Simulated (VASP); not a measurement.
Crystal: BeCl3.

```
Be Cl
1.0
     0.00000    3.38901    3.38901
     3.38901    0.00000    3.38901
     3.38901    3.38901    0.00000
Be Cl
1 3
Direct
  0.00000 0.00000 0.00000
  0.25000 0.25000 0.25000
  0.75000 0.75000 0.75000
  0.50000 0.50000 0.50000
```

The cell was generated, and may not be a known phase.

| Quantity | Value |
| --- | --- |
| Program | VASP 6.6.1 |
| Task | relaxation of cell and atoms |
| Functional | PBE |
| Potentials or basis | VASP PAW PBE potentials, release 64 (Be, Cl) |
| Cutoff | 600 eV |
| k mesh | 12 × 12 × 12 |
| Occupations | gaussian, width 0.1 eV |
| Spin | no spin polarisation |

At the start: pressure -2.7 GPa; volume 19.46 Å³/atom.

Question: Where does the relaxation end?

Answer: Over 3 steps the energy falls by 11.8 meV/atom and the volume is 18.17 Å³/atom (-6.6 %); space group Fm-3m (No. 225, to 0.1 Å) before and after.

Step by step:
```csv
step,energy change (eV),largest force (eV/Å),pressure (GPa),volume (Å³)
1,0.0000,0.0000,-2.71,77.85
2,-0.0426,0.0000,-0.94,74.20
3,-0.0473,0.0000,-0.03,72.69
```

Final structure:
```
Be Cl
1.0
     0.00000    3.31241    3.31241
     3.31241    0.00000    3.31241
     3.31241    3.31241    0.00000
Be Cl
1 3
Direct
  0.00000 0.00000 0.00000
  0.25000 0.25000 0.25000
  0.75000 0.75000 0.75000
  0.50000 0.50000 0.50000
```

Caveat: an odd number of electrons without spin polarisation forces a metal; a magnetic or distorted state may lie lower.
